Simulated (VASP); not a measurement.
A run of VASP 6.6.1 is set up as follows.

The input INCAR:

```
SYSTEM = Zn
PREC = Accurate
ENCUT = 520
EDIFF = 1E-6
ISMEAR = 0
SIGMA = 0.1
LREAL = .False.
LASPH = .True.
NELM = 100
ALGO = Fast
ISIF = 2
LWAVE = .False.
LCHARG = .False.
GGA = PE
NBANDS = 32
```

The input KPOINTS:

```
regular mesh
0
Gamma
  12 12 12
  0 0 0
```

The input POSCAR:

```
Zn
1.0
    3.8071354803      0.0000000000      0.0000000000
    0.0000000000      3.8071354803      0.0000000000
    0.0000000000      0.0000000000      3.8071354803
Zn
4
Direct
   -0.0000143069     -0.0000143069     -0.0000143069
    0.5000143069      1.0000143069      0.4999856931
    0.4999856931      0.5000143069      1.0000143069
    1.0000143069      0.4999856931      0.5000143069
```

Potentials or basis: VASP PAW PBE potentials, release 64 (Zn).

Launch:

```console
$ cat potpaw_PBE.64/Zn/POTCAR > POTCAR
$ mpirun -np 1 vasp_std > vasp.out
```

(1) Estimate the band gap on the k mesh.

(2) What does it give for the pressure?

Answers

(1) zero (band 24 reaches 6.11 eV, above the bottom of band 25 at 2.58 eV).

(2) 8.7 GPa.
